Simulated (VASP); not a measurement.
# CuAu (P4/mmm) in VASP: further runs

The runs below take CuAu through single point, with r2SCAN, PBE0, HSE06.

Everything below comes from runs of VASP 6.6.1. Logs are shortened: lines on timing, memory, paths and dates and some standing lists are left out, and cuts for length are marked.

### Step 1. The cell of the first run

Symmetry: P4/mmm, No. 123, tetragonal system. The conventional cell has a = 2.753 Å, b = 2.753 Å, c = 3.610 Å, α = 90.00°, β = 90.00°, γ = 90.00°. Within 3.5 Å of Au (site symmetry 4/mmm) lie 8 Cu at 2.65 Å and 4 Au at 2.75 Å. Cu (site symmetry 4/mmm) has 8 Au at 2.65 Å and 4 Cu at 2.75 Å within 3.5 Å.

### Step 2. Single point, r2SCAN

POSCAR reads:

```
CuAu
1.0
    2.7533711214      0.0000000000      0.0000000000
    0.0000000000      2.7533711214      0.0000000000
    0.0000000000      0.0000000000      3.6097748106
Au Cu
1 1
Direct
    0.0000000000      0.0000000000      0.0000000000
    0.5000000000      0.5000000000      0.5000000000
```

INCAR.step1 reads:

```
ALGO = Normal
EDIFF = 1E-5
ENCUT = 770
GGA = PE
GGA_COMPAT = False
ISMEAR = -1
LASPH = True
LCHARG = False
LREAL = False
LWAVE = True
NBANDS = 26
NELM = 120
PREC = Accurate
SIGMA = 0.05
```

INCAR.step2 reads:

```
ALGO = Normal
EDIFF = 1E-6
ENCUT = 770
GGA_COMPAT = False
ISIF = 2
ISMEAR = -1
ISTART = 1
LASPH = True
LCHARG = False
LMIXTAU = True
LREAL = False
LWAVE = False
METAGGA = R2SCAN
NBANDS = 26
NELM = 120
PREC = Accurate
SIGMA = 0.05
```

KPOINTS reads:

```
k-points
0
Gamma
  9 9 7
```

Potentials or basis: VASP PAW PBE potentials, release 64 (Au_sv_GW, Cu_sv_GW).

Command:

```sh
$ cat potpaw_PBE.64/Au_sv_GW/POTCAR potpaw_PBE.64/Cu_sv_GW/POTCAR > POTCAR
$ cp INCAR.step1 INCAR
$ mpirun -np 1 vasp_std > vasp.out
$ cp INCAR.step2 INCAR
$ mpirun -np 1 vasp_std > vasp.out
```

OUTCAR:

```text
EDIFF = 1E-6
   ENCUT = 770
   ISIF = 2
   ISMEAR = -1
   ISTART = 1
   LASPH = True
   LREAL = False
   METAGGA = R2SCAN
   NELM = 120
   PREC = Accurate

 ion  position               nearest neighbor table
   1  0.000  0.000  0.000-   2 2.65   2 2.65   2 2.65   2 2.65   2 2.65   2 2.65   2 2.65   2 2.65

   2  0.500  0.500  0.500-   1 2.65   1 2.65   1 2.65   1 2.65   1 2.65   1 2.65   1 2.65   1 2.65

  LATTYP: Found a simple tetragonal cell.
 ALAT       =     2.7533711214
 C/A-ratio  =     1.3110382333

  Lattice vectors:

 A1 = (   2.7533711214,   0.0000000000,   0.0000000000)
 A2 = (   0.0000000000,   2.7533711214,   0.0000000000)
 A3 = (   0.0000000000,   0.0000000000,   3.6097748106)

Analysis of symmetry for initial positions (statically):
=====================================================================
 Subroutine PRICEL returns:
 Original cell was already a primitive cell.

 Routine SETGRP: Setting up the symmetry group for a
 simple tetragonal supercell.

 Subroutine GETGRP returns: Found 16 space group operations
 (whereof 16 operations were pure point group operations)
 out of a pool of 16 trial point group operations.

The static configuration has the point symmetry D_4h.

Analysis of symmetry for dynamics (positions and initial velocities):
=====================================================================
 Subroutine PRICEL returns:
 Original cell was already a primitive cell.

 Routine SETGRP: Setting up the symmetry group for a
 simple tetragonal supercell.

 Subroutine GETGRP returns: Found 16 space group operations
 (whereof 16 operations were pure point group operations)
 out of a pool of 16 trial point group operations.

The dynamic configuration has the point symmetry D_4h.

 Subroutine INISYM returns: Found 16 space group operations
 (whereof 16 operations are pure point group operations),
 and found     1 'primitive' translations

----------------------------------------------------------------------------------------

                                     Primitive cell

  volume of cell :      27.3659

  direct lattice vectors                    reciprocal lattice vectors
     2.753371121  0.000000000  0.000000000     0.363191141  0.000000000  0.000000000
     0.000000000  2.753371121  0.000000000     0.000000000  0.363191141  0.000000000
     0.000000000  0.000000000  3.609774811     0.000000000  0.000000000  0.277025591

  length of vectors
     2.753371121  2.753371121  3.609774811     0.363191141  0.363191141  0.277025591

  position of ions in fractional coordinates (direct lattice)
     0.000000000  0.000000000  0.000000000
     0.500000000  0.500000000  0.500000000

  ion indices of the primitive-cell ions
   primitive index   ion index
                 1           1
                 2           2

----------------------------------------------------------------------------------------

 KPOINTS: k-points

Automatic generation of k-mesh.
 Grid dimensions read from file:
 generate k-points for:    9    9    7

 Generating k-lattice:

  Cartesian coordinates                     Fractional coordinates (reciprocal lattice)
     0.040354571  0.000000000  0.000000000     0.111111111  0.000000000  0.000000000
     0.000000000  0.040354571  0.000000000     0.000000000  0.111111111  0.000000000
     0.000000000  0.000000000  0.039575084     0.000000000  0.000000000  0.142857143

  Length of vectors
     0.040354571  0.040354571  0.039575084

  Shift w.r.t. Gamma in fractional coordinates (k-lattice)
     0.000000000  0.000000000  0.000000000

 Subroutine IBZKPT returns following result:
 ===========================================

 Found     60 irreducible k-points:

 Following reciprocal coordinates:
            Coordinates               Weight
  0.000000  0.000000  0.000000      1.000000
  0.111111  0.000000  0.000000      4.000000
  0.222222  0.000000  0.000000      4.000000
  0.333333  0.000000  0.000000      4.000000
  0.444444  0.000000  0.000000      4.000000
  0.111111  0.111111  0.000000      4.000000
[... 16 lines left out ...]
  0.333333  0.111111  0.142857     16.000000
  0.444444  0.111111  0.142857     16.000000
 [... further k-points ...]
   k-points           NKPTS =     60   k-points in BZ     NKDIM =     60   number of bands    NBANDS=     26
   number of dos      NEDOS =    301   number of ions     NIONS =      2
   total plane-waves  NPLWV =  28224
   dimension x,y,z NGX =    28 NGY =   28 NGZ =   36
   dimension x,y,z NGXF=    56 NGYF=   56 NGZF=   72
   ions per type =               1   1
   NGX,Y,Z   is equivalent  to a cutoff of  16.91, 16.91, 16.58 a.u.
   NGXF,Y,Z  is equivalent  to a cutoff of  33.81, 33.81, 33.16 a.u.
 SYSTEM =  unknown system
   PREC   = accura    normal or accurate (medium, high low for compatibility)
   ISTART =      1    job   : 0-new  1-cont  2-samecut
   ICHARG =      0    charge: 1-file 2-atom 10-const
   ISPIN  =      1    spin polarized calculation?
[... 48 lines left out ...]
  ---------------------------------------------------
  free energy    TOTEN  =       -60.85618653 eV

  energy without entropy =      -60.85265998  energy(sigma->0) =      -60.85442326

 E-fermi :   9.0712     XC(G=0): -14.7400

 val. band max:        9.0169044929   @ k =   0.1111   0.1111   0.2857
 cond. band min:       9.0909928793   @ k =   0.3333   0.1111   0.4286
 fundamental gap:      0.0740883864
 Fermi energy:         9.0711919336

 k-point     1 :       0.0000    0.0000    0.0000
  band No.  band energies     occupation
      1    -107.1792      2.00000
      2     -99.5355      2.00000
      3     -63.0445      2.00000
      4     -63.0270      2.00000
      5     -63.0270      2.00000
      6     -50.2330      2.00000
[... 18 lines left out ...]
     25      27.2693      0.00000
     26      27.5131      0.00000

 k-point     2 :       0.1111    0.0000    0.0000
  band No.  band energies     occupation
      1    -107.1791      2.00000
      2     -99.5344      2.00000
      3     -63.0442      2.00000
      4     -63.0299      2.00000
      5     -63.0270      2.00000
      6     -50.2308      2.00000
[... 18 lines left out ...]
     25      27.4187      0.00000
     26      29.5885      0.00000

 k-point     3 :       0.2222    0.0000    0.0000
  band No.  band energies     occupation
      1    -107.1786      2.00000
      2     -99.5316      2.00000
      3     -63.0434      2.00000
      4     -63.0370      2.00000
      5     -63.0263      2.00000
      6     -50.2398      2.00000
[... 18 lines left out ...]
     25      26.8976      0.00000
     26      29.2874      0.00000

 k-point     4 :       0.3333    0.0000    0.0000
  band No.  band energies     occupation
      1    -107.1785      2.00000
      2     -99.5285      2.00000
      3     -63.0456      2.00000
      4     -63.0429      2.00000
      5     -63.0262      2.00000
      6     -50.3119      2.00000
[... 18 lines left out ...]
     25      24.7234      0.00000
     26      27.8091      0.00000

 k-point     5 :       0.4444    0.0000    0.0000
  band No.  band energies     occupation
      1    -107.1779      2.00000
      2     -99.5264      2.00000
      3     -63.0502      2.00000
      4     -63.0421      2.00000
      5     -63.0256      2.00000
      6     -50.3586      2.00000
[... 18 lines left out ...]
     25      26.3591      0.00000
     26      26.4947      0.00000

 k-point     6 :       0.1111    0.1111    0.0000
  band No.  band energies     occupation
      1    -107.1788      2.00000
      2     -99.5333      2.00000
      3     -63.0436      2.00000
      4     -63.0296      2.00000
      5     -63.0294      2.00000
      6     -50.2286      2.00000
[... 427 lines left out ...]
 k-point    21 :       0.1111    0.1111    0.1429
  band No.  band energies     occupation
      1    -107.1789      2.00000
      2     -99.5333      2.00000
      3     -63.0437      2.00000
      4     -63.0297      2.00000
      5     -63.0296      2.00000
      6     -50.2301      2.00000
[... 18 lines left out ...]
     25      27.6443      0.00000
     26      29.7992      0.00000

 k-point    22 :       0.2222    0.1111    0.1429
  band No.  band energies     occupation
      1    -107.1785      2.00000
      2     -99.5305      2.00000
      3     -63.0433      2.00000
      4     -63.0369      2.00000
      5     -63.0292      2.00000
      6     -50.2375      2.00000
[... 18 lines left out ...]
     25      27.9117      0.00000
     26      29.0565      0.00000

 k-point    23 :       0.3333    0.1111    0.1429
  band No.  band energies     occupation
      1    -107.1781      2.00000
      2     -99.5274      2.00000
      3     -63.0452      2.00000
      4     -63.0425      2.00000
      5     -63.0286      2.00000
      6     -50.3093      2.00000
[... 18 lines left out ...]
     25      27.2289      0.00000
     26      28.0388      0.00000

 k-point    24 :       0.4444    0.1111    0.1429
  band No.  band energies     occupation
      1    -107.1777      2.00000
      2     -99.5253      2.00000
      3     -63.0502      2.00000
      4     -63.0419      2.00000
      5     -63.0283      2.00000
      6     -50.3558      2.00000
[... 18 lines left out ...]
     25      25.3886      0.00000
     26      26.0188      0.00000

 [... further k-points ...]
[... 5 lines left out ...]
  --------------------------------------------------------------------------------------
  -------------------------------------------------------------------------------------
  Total        1.7261326      1.7261326      1.4041016      0.0000000     -0.0000000      0.0000000
  in kB      101.0590276    101.0590276     82.2052395      0.0000000     -0.0000000      0.0000000
  external PRESSURE =      94.7744316 kB  Pullay stress =       0.0000000 kB

 VOLUME and BASIS-vectors are now :
 -----------------------------------------------------------------------------
  energy-cutoff  :      770.00
  volume of cell :       27.37
      direct lattice vectors                 reciprocal lattice vectors
     2.753371121  0.000000000  0.000000000     0.363191141  0.000000000  0.000000000
     0.000000000  2.753371121  0.000000000     0.000000000  0.363191141  0.000000000
     0.000000000  0.000000000  3.609774811     0.000000000  0.000000000  0.277025591

 POSITION                                       TOTAL-FORCE (eV/Angst)
 -----------------------------------------------------------------------------------
      0.00000      0.00000      0.00000         0.000000      0.000000      0.000000
      1.37669      1.37669      1.80489         0.000000      0.000000      0.000000
 -----------------------------------------------------------------------------------
    total drift:                                0.000000      0.000000      0.000000

  FREE ENERGIE OF THE ION-ELECTRON SYSTEM (eV)
  ---------------------------------------------------
  free  energy   TOTEN  =       -60.8561865324 eV

  energy  without entropy=      -60.8526599799  energy(sigma->0) =      -60.85442326
```

It took 2.8 min on 1 thread of Intel Xeon 6975P-C (Granite Rapids), shared host; peak memory 0.25 GiB.

Results:

| Item | Value |
| --- | --- |
| Free energy | -60.8562 eV |
| Pressure | 9.5 GPa |
| Band gap on the k mesh | zero (band 19 reaches 12.90 eV, above the bottom of band 20 at 6.92 eV) |

Caveat: the PAW data sets were made with another functional, which shifts forces and pressure a little; spin-orbit coupling is left out, which moves the levels of the heavy elements.

### Step 3. Single point, PBE0

This run uses another cell than the first one, of 14.85 Å³/atom, 1.085 times its volume.

POSCAR reads:

```
CuAu
1.0
    2.8293642325      0.0000000000      0.0000000000
    0.0000000000      2.8293642325      0.0000000000
    0.0000000000      0.0000000000      3.7094046847
Au Cu
1 1
Direct
    0.0000000000      0.0000000000      0.0000000000
    0.5000000000      0.5000000000      0.5000000000
```

INCAR.step1 reads:

```
SYSTEM = CuAu
PREC = Accurate
ENCUT = 520
EDIFF = 1E-5
ISMEAR = -1
SIGMA = 0.05
LREAL = .False.
LASPH = .True.
NELM = 100
ALGO = Normal
ISIF = 2
LWAVE = .True.
LCHARG = .False.
NBANDS = 18
GGA = PE
```

INCAR.step2 reads:

```
SYSTEM = CuAu
PREC = Accurate
ENCUT = 520
EDIFF = 1E-6
ISMEAR = -1
SIGMA = 0.05
LREAL = .False.
LASPH = .True.
NELM = 100
ALGO = Normal
ISIF = 2
LWAVE = .False.
LCHARG = .False.
GGA = PE
LHFCALC = .True.
AEXX = 0.25
PRECFOCK = Normal
NBANDS = 18
ISTART = 1
```

KPOINTS reads:

```
regular mesh
0
Gamma
  6 6 4
  0 0 0
```

Potentials or basis: VASP PAW PBE potentials, release 64 (Au, Cu).

Command:

```sh
$ cat potpaw_PBE.64/Au/POTCAR potpaw_PBE.64/Cu/POTCAR > POTCAR
$ cp INCAR.step1 INCAR
$ mpirun -np 1 vasp_std > vasp.out
$ cp INCAR.step2 INCAR
$ mpirun -np 1 vasp_std > vasp.out
```

Run time: 44 min. Hardware: 1 thread of Intel Xeon Platinum 8259CL at 2.50GHz (Skylake/Cascade Lake), shared host; peak memory 0.17 GiB.

Results (log left out):

* Free energy: -7.6274 eV
* Pressure: 0.0 GPa
* Band gap on the k mesh: zero (band 11 reaches 14.64 eV, above the bottom of band 12 at 4.54 eV)

Stress tensor (GPa, compression positive):
```
 1.35  0.00  0.00
 0.00  1.35  0.00
 0.00  0.00 -2.75
```

Levels at points of the mesh, in eV from the Fermi level:
| k point | band 9 | band 10 | band 11 | band 12 | band 13 | band 14 |
| --- | --- | --- | --- | --- | --- | --- |
| (0.00, 0.00, 0.00) | -3.24 | -2.90 | -2.90 | 2.93 | 9.35 | 11.39 |
| (0.50, 0.00, 0.00) | -4.07 | -3.82 | -1.95 | -0.69 | 10.74 | 10.77 |
| (0.50, 0.50, 0.00) | -2.81 | -2.75 | 1.34 | 1.34 | 6.24 | 8.17 |
| (0.00, 0.00, 0.50) | -3.95 | -3.95 | -3.88 | -3.64 | 15.78 | 16.06 |
| (0.50, 0.00, 0.50) | -3.09 | -2.97 | -1.36 | -1.25 | 3.44 | 5.46 |
| (0.50, 0.50, 0.50) | -3.33 | -2.78 | 6.47 | 6.47 | 6.85 | 7.52 |

Caveat: the k points lie up to 0.42 Å⁻¹ apart; the PAW data sets were made with another functional, which shifts forces and pressure a little; spin-orbit coupling is left out, which moves the levels of the heavy elements.

### Step 4. Single point, HSE06

This run uses another cell than the first one, of 14.56 Å³/atom, 1.064 times its volume.

POSCAR reads:

```
CuAu
1.0
    2.8107494552      0.0000000000      0.0000000000
    0.0000000000      2.8107494552      0.0000000000
    0.0000000000      0.0000000000      3.6850000000
Au Cu
1 1
Direct
    0.0000000000      0.0000000000      0.0000000000
    0.5000000000      0.5000000000      0.5000000000
```

INCAR.step1 reads:

```
SYSTEM = CuAu
PREC     = Accurate       ! precision mode
ENCUT    = 520            ! plane-wave cutoff, eV
EDIFF    = 1E-5           ! SCF threshold, eV
ISMEAR   = -1             ! smearing method
SIGMA    = 0.05           ! smearing width, eV
LREAL    = .FALSE.        ! projectors in reciprocal space
LASPH    = .TRUE.         ! aspherical terms in the spheres
NELM     = 60             ! most SCF steps
ALGO     = Normal         ! electronic algorithm
ISIF     = 2              ! what is computed and relaxed
LWAVE    = .TRUE.         ! write WAVECAR
NBANDS   = 18             ! bands
GGA      = PE             ! functional
```

INCAR.step2 reads:

```
SYSTEM = CuAu
PREC     = Accurate       ! precision mode
ENCUT    = 520            ! plane-wave cutoff, eV
EDIFF    = 1E-6           ! SCF threshold, eV
ISMEAR   = -1             ! smearing method
SIGMA    = 0.05           ! smearing width, eV
LREAL    = .FALSE.        ! projectors in reciprocal space
LASPH    = .TRUE.         ! aspherical terms in the spheres
NELM     = 60             ! most SCF steps
ALGO     = Normal         ! electronic algorithm
ISIF     = 2              ! what is computed and relaxed
LWAVE    = .FALSE.        ! write WAVECAR
LCHARG   = .TRUE.         ! write CHGCAR
GGA      = PE             ! functional
LHFCALC  = .TRUE.         ! exact exchange
HFSCREEN = 0.2079         ! screening, 1/A
PRECFOCK = Normal       
LELF     = .TRUE.         ! ELF
LVHAR    = .TRUE.       
NBANDS   = 18             ! bands
ISTART   = 1
```

KPOINTS reads:

```
regular mesh
0
G
  6 6 4
  0 0 0
```

Command:

```sh
$ cat potpaw_PBE.64/Au/POTCAR potpaw_PBE.64/Cu/POTCAR > POTCAR
$ cp INCAR.step1 INCAR
$ mpirun -np 1 vasp_std > vasp.out
$ cp INCAR.step2 INCAR
$ mpirun -np 1 vasp_std > vasp.out
```

Run time: 32 min. Hardware: 1 thread of Intel Xeon Platinum 8559C (Emerald Rapids), shared host; peak memory 0.27 GiB.

It converged, with:

```
Free energy            : -7.1898 eV
Pressure               : 2.7 GPa
Band gap on the k mesh : zero (band 11 reaches 14.57 eV, above the bottom of band 12 at 5.21 eV)
```

Stress tensor (GPa, compression positive):
```
3.43 0.00 0.00
0.00 3.43 0.00
0.00 0.00 1.35
```

Levels at points of the mesh, in eV from the Fermi level:
| k point | band 7 | band 8 | band 9 | band 10 | band 11 | band 12 | band 13 | band 14 | band 15 | band 16 |
| --- | --- | --- | --- | --- | --- | --- | --- | --- | --- | --- |
| (0.00, 0.00, 0.00) | -4.02 | -3.33 | -2.73 | -2.38 | -2.38 | 2.70 | 9.28 | 11.22 | 11.22 | 18.12 |
| (0.50, 0.00, 0.00) | -4.17 | -4.15 | -3.57 | -3.30 | -1.44 | -0.18 | 10.58 | 10.59 | 12.66 | 12.67 |
| (0.50, 0.50, 0.00) | -2.72 | -2.28 | -2.28 | -2.27 | 1.09 | 1.09 | 6.11 | 8.08 | 11.38 | 12.81 |
| (0.00, 0.00, 0.50) | -4.42 | -3.65 | -3.44 | -3.44 | -3.40 | -3.12 | 15.62 | 15.92 | 15.92 | 16.39 |
| (0.50, 0.00, 0.50) | -2.87 | -2.72 | -2.57 | -2.49 | -1.01 | -0.89 | 3.30 | 5.35 | 17.10 | 17.47 |
| (0.50, 0.50, 0.50) | -4.07 | -3.34 | -2.78 | -2.29 | 6.24 | 6.24 | 6.69 | 7.40 | 7.72 | 8.01 |

Caveat: the k points lie up to 0.43 Å⁻¹ apart; the PAW data sets were made with another functional, which shifts forces and pressure a little; spin-orbit coupling is left out, which moves the levels of the heavy elements.

### Step 5. Summary

| level | potentials or basis | cell | k mesh | cutoff (eV) | second run | grid for exact exchange (PRECFOCK) | screening parameter | gap on the mesh (eV) | pressure (GPa) |
| --- | --- | --- | --- | --- | --- | --- | --- | --- | --- |
| r2SCAN | VASP PAW PBE potentials, release 64 (Au_sv_GW, Cu_sv_GW) | a = 2.753, b = 2.753, c = 3.610 Å, 2 atoms | 9 × 9 × 7 | 770 | valence_matched | - | - | none | 9.5 |
| PBE0 | VASP PAW PBE potentials, release 64 (Au, Cu) | a = 2.829, b = 2.829, c = 3.709 Å, 2 atoms | 6 × 6 × 4 | 520 | - | Normal | - | none | 0.0 |
| HSE06 | VASP PAW PBE potentials, release 64 (Au, Cu) | a = 2.811, b = 2.811, c = 3.685 Å, 2 atoms | 6 × 6 × 4 | 520 | - | Normal | 0.2079 1/Å | none | 2.7 |

Alike in all rows: task single point; no spin polarisation; smearing fermi-dirac 0.05 eV.

Caveats: some runs use coarse meshes; the PAW data sets were made with another functional, which shifts forces and pressure a little; spin-orbit coupling is left out, which moves the levels of the heavy elements.

Total energies depend on the potentials used, so only differences within one code and one set of settings carry meaning.
